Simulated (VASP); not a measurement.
# Si2Ni (Fm-3m) in VASP: notebook

Aim: see how the results for Si2Ni move with the level of theory and the settings. Levels: PBEsol, PBE, PBE+U. Tasks: single point.

Program: VASP 6.6.1. These are calculated values, not measurements. Logs are shortened: lines on timing, memory, paths and dates and some standing lists are left out, and cuts for length are marked.

### Step 1. The cell of the first run

The structure is cubic, space group Fm-3m (No. 225). The conventional cell has a = 5.386 Å, b = 5.386 Å, c = 5.386 Å, α = 90.00°, β = 90.00°, γ = 90.00°. Within 3.1 Å of Si (site symmetry -43m) lie 4 Ni at 2.33 Å and 6 Si at 2.69 Å. Within 3.1 Å of Ni (site symmetry m-3m) lie 8 Si at 2.33 Å.

### Step 2. Single point, PBEsol

INCAR

```
ALGO     = Normal         # electronic algorithm
EDIFF    = 1E-6           # SCF threshold, eV
ENCUT    = 600            # plane-wave cutoff, eV
GGA      = PS             # functional
GGA_COMPAT= False        
ISIF     = 2              # what is computed and relaxed
ISMEAR   = 0              # smearing method
LASPH    = True           # aspherical terms in the spheres
LCHARG   = True           # write CHGCAR
LELF     = True           # ELF
LREAL    = False          # projectors in reciprocal space
LVHAR    = True         
LWAVE    = False          # write WAVECAR
NBANDS   = 16             # bands
NELM     = 120            # most SCF steps
PREC     = Accurate       # precision mode
SIGMA    = 0.1            # smearing width, eV
```

KPOINTS

```
k-points
0
Gamma
  6 6 6
```

POSCAR

```
Si2Ni
1.0
    0.0000000000      2.6931550407      2.6931550407
    2.6931550407      0.0000000000      2.6931550407
    2.6931550407      2.6931550407      0.0000000000
Si Ni
2 1
Direct
    0.2500000000      0.2500000000      0.2500000000
    0.7500000000      0.7500000000      0.7500000000
    0.0000000000      0.0000000000      0.0000000000
```

Potentials or basis: VASP PAW PBE potentials, release 64 (Si, Ni).

The run is started by

```sh
cat potpaw_PBE.64/Si/POTCAR potpaw_PBE.64/Ni/POTCAR > POTCAR
mpirun -np 1 vasp_std > vasp.out
```

OUTCAR:

```text
EDIFF = 1E-6
   ENCUT = 600
   GGA = PS
   ISIF = 2
   ISMEAR = 0
   LASPH = True
   LREAL = False
   NELM = 120
   PREC = Accurate

 ion  position               nearest neighbor table
   1  0.250  0.250  0.250-   3 2.33   3 2.33   3 2.33   3 2.33   2 2.69   2 2.69   2 2.69   2 2.69
                             2 2.69   2 2.69
   2  0.750  0.750  0.750-   3 2.33   3 2.33   3 2.33   3 2.33   1 2.69   1 2.69   1 2.69   1 2.69
                             1 2.69   1 2.69
   3  0.000  0.000  0.000-   1 2.33   2 2.33   2 2.33   2 2.33   2 2.33   1 2.33   1 2.33   1 2.33

  LATTYP: Found a face centered cubic cell.
 ALAT       =     5.3863100814

  Lattice vectors:

 A1 = (   0.0000000000,   2.6931550407,   2.6931550407)
 A2 = (   2.6931550407,   0.0000000000,   2.6931550407)
 A3 = (   2.6931550407,   2.6931550407,   0.0000000000)

Analysis of symmetry for initial positions (statically):
=====================================================================
 Subroutine PRICEL returns:
 Original cell was already a primitive cell.

 Routine SETGRP: Setting up the symmetry group for a
 face centered cubic supercell.

 Subroutine GETGRP returns: Found 48 space group operations
 (whereof 48 operations were pure point group operations)
 out of a pool of 48 trial point group operations.

The static configuration has the point symmetry O_h .

Analysis of symmetry for dynamics (positions and initial velocities):
=====================================================================
 Subroutine PRICEL returns:
 Original cell was already a primitive cell.

 Routine SETGRP: Setting up the symmetry group for a
 face centered cubic supercell.

 Subroutine GETGRP returns: Found 48 space group operations
 (whereof 48 operations were pure point group operations)
 out of a pool of 48 trial point group operations.

The dynamic configuration has the point symmetry O_h .

 Subroutine INISYM returns: Found 48 space group operations
 (whereof 48 operations are pure point group operations),
 and found     1 'primitive' translations

----------------------------------------------------------------------------------------

                                     Primitive cell

  volume of cell :      39.0674
[... 71 lines left out ...]
   NGXF,Y,Z  is equivalent  to a cutoff of  26.19, 26.19, 26.19 a.u.
 SYSTEM =  unknown system
   PREC   = accura    normal or accurate (medium, high low for compatibility)
   ISTART =      0    job   : 0-new  1-cont  2-samecut
   ICHARG =      2    charge: 1-file 2-atom 10-const
   ISPIN  =      1    spin polarized calculation?
   LNONCOLLINEAR =      F non collinear calculations
   LSORBIT =      F    spin-orbit coupling
   LASPH  =      T    aspherical Exc in radial PAW
   ENCUT  =  600.0 eV  44.10 Ry    6.64 a.u.   7.61  7.61  7.61*2*pi/ulx,y,z
   NELM   =    120;   NELMIN=  2; NELMDL= -5     # of ELM steps
   EDIFF  = 0.1E-05   stopping-criterion for ELM
   LREAL  =      F    real-space projection
[... 7 lines left out ...]
   TEBEG  =    0.0;   TEEND  =   0.0 temperature during run
   PSTRESS=    0.0 pullay stress
   NELECT =      18.0000    total number of electrons
   NUPDOWN=      -1.0000    fix difference up-down
   EMIN   =  10.00;   EMAX   =-10.00  energy-range for DOS
   EFERMI =   0.00;   METHOD = LEGACY
   ISMEAR =     0;   SIGMA  =   0.10  broadening in eV -4-tet -1-fermi 0-gaus
   EFERMI_NEDOS =   21; number of points for ismear=-14 and -15
   IALGO  =     38    algorithm
   IMIX   =      4    mixing-type and parameters
     AMIX     =   0.40;   BMIX     =  1.00
     AMIX_MAG =   1.60;   BMIX_MAG =  1.00
  volume/ion in A,a.u.               =      13.02        87.88
  Fermi-wavevector in a.u.,A,eV,Ry     =   1.264429  2.389424 21.752718  1.598780
  Thomas-Fermi vector in A             =   2.397734
   LORBIT       =      0    0 simple, 1 ext, 2 COOP (PROOUT), +10 PAW based schemes
   GGA     = PS    functional components
   LHFCALC =     F    Hartree Fock is set to
   AEXX    =    0.0000 exact exchange contribution
   IVDW    =     0    specifies the selected vdW correction
   LEPSILON=     F    determine dielectric tensor
   LRPA    =     F    only Hartree local field effects (RPA)
 non-spin polarized calculation
 Gauss-broadening in eV      SIGMA  =   0.10
  energy-cutoff  :      600.00
  volume of cell :       39.07
 maximum number of plane-waves:      1315
   NGX = 15   NGY = 15   NGZ = 15

 number of electron      17.9999991 magnetization

 Free energy of the ion-electron system (eV)
  ---------------------------------------------------
  ext. energy  EPLUGINS =         0.00000000
  ---------------------------------------------------
  free energy    TOTEN  =       -18.97962436 eV

  energy without entropy =      -18.97284411  energy(sigma->0) =      -18.97623424

 E-fermi :  10.5863     XC(G=0): -11.7483

 val. band max:       10.5659392804   @ k =   0.1667   0.1667   0.0000
 cond. band min:      10.8792272221   @ k =   0.3333   0.1667   0.0000
 fundamental gap:      0.3132879417
 Fermi energy:        10.5863167879

 k-point     1 :       0.0000    0.0000    0.0000
  band No.  band energies     occupation
      1      -3.4341      2.00000
      2       5.2492      2.00000
      3       5.2492      2.00000
      4       5.2492      2.00000
      5       6.9612      2.00000
      6       6.9612      2.00000
[... 281 lines left out ...]
      3       2.8858      2.00000
      4       4.3835      2.00000
      5       6.5243      2.00000
      6       6.8308      2.00000
[... 8 lines left out ...]
     15      20.1245      0.00000
     16      21.3798      0.00000

------------------------ aborting loop because EDIFF is reached ----------------------------------------

  FORCE on cell =-STRESS in cart. coord.  units (eV):
  Direction    XX          YY          ZZ          XY          YZ          ZX
  --------------------------------------------------------------------------------------
  -------------------------------------------------------------------------------------
  Total        0.2480009      0.2480009      0.2480009     -0.0000000     -0.0000000      0.0000000
  in kB       10.1706755     10.1706755     10.1706755     -0.0000000     -0.0000000      0.0000000
  external PRESSURE =      10.1706755 kB  Pullay stress =       0.0000000 kB

 VOLUME and BASIS-vectors are now :
 -----------------------------------------------------------------------------
  energy-cutoff  :      600.00
  volume of cell :       39.07
      direct lattice vectors                 reciprocal lattice vectors
     0.000000000  2.693155041  2.693155041    -0.185655854  0.185655854  0.185655854
     2.693155041  0.000000000  2.693155041     0.185655854 -0.185655854  0.185655854
     2.693155041  2.693155041  0.000000000     0.185655854  0.185655854 -0.185655854

 POSITION                                       TOTAL-FORCE (eV/Angst)
 -----------------------------------------------------------------------------------
      1.34658      1.34658      1.34658         0.000000      0.000000      0.000000
      4.03973      4.03973      4.03973        -0.000000     -0.000000     -0.000000
      0.00000      0.00000      0.00000        -0.000000     -0.000000     -0.000000
 -----------------------------------------------------------------------------------
    total drift:                                0.000000     -0.000000     -0.000000

  FREE ENERGIE OF THE ION-ELECTRON SYSTEM (eV)
  ---------------------------------------------------
  free  energy   TOTEN  =       -18.9796243587 eV

  energy  without entropy=      -18.9728441140  energy(sigma->0) =      -18.97623424
```

Wall time 16 s (1 thread of Intel Xeon Platinum 8259CL at 2.50GHz (Skylake/Cascade Lake), shared host); peak memory 0.17 GiB.

Results:

```yaml
Free_energy: -18.9796 eV
Pressure: 1.0 GPa
Band_gap_on_the_k_mesh: zero (bands 9 and 10 overlap by 2.13 eV)
```

Caveat: the PAW data sets were made with another functional, which shifts forces and pressure a little. Spin polarisation is off, so any magnetic state and its effect on volume and gap are missing.

### Step 3. Single point, PBE

INCAR

```
PREC = Accurate
ENCUT = 600
EDIFF = 1E-6
ISMEAR = -5
SIGMA = 0.1
LREAL = False
LASPH = True
NELM = 120
ALGO = Normal
ISIF = 2
LWAVE = False
LCHARG = False
GGA = PE
NBANDS = 16
GGA_COMPAT = False
```

KPOINTS

```
regular mesh
0
Gamma
  6 6 6
```

POSCAR is that of step 2.

Potentials or basis: VASP PAW PBE potentials, release 64 (Si, Ni).

The run is started by

```sh
cat potpaw_PBE.64/Si/POTCAR potpaw_PBE.64/Ni/POTCAR > POTCAR
mpirun -np 1 vasp_std > vasp.out
```

Run time: 15 s. Hardware: 1 thread of Intel Xeon Platinum 8259CL at 2.50GHz (Skylake/Cascade Lake), shared host; peak memory 0.16 GiB.

The run converged. Its results:

* Free energy: -17.3338 eV
* Pressure: 4.2 GPa
* Band gap on the k mesh: zero (bands 9 and 10 overlap by 2.13 eV)

Levels at points of the mesh, in eV from the Fermi level:
```tsv
k point	band 5	band 6	band 7	band 8	band 9	band 10	band 11	band 12	band 13	band 14
(0.00, 0.00, 0.00)	-3.66	-3.66	-0.28	1.63	1.63	1.63	2.20	2.20	2.20	4.68
(0.50, 0.00, 0.00)	-3.85	-3.47	-3.47	-1.54	-1.54	1.73	1.73	1.74	2.60	9.17
(0.50, 0.50, 0.00)	-4.65	-3.75	-3.75	-3.57	-3.25	-0.50	1.32	7.66	8.33	8.33
```

Caveat: the cell stands under pressure; tetrahedron occupations give inexact forces and stress in metals.

[end of part 1 of 2]

The gap in the log of VASP goes by the Fermi energy; the results here count the filled bands.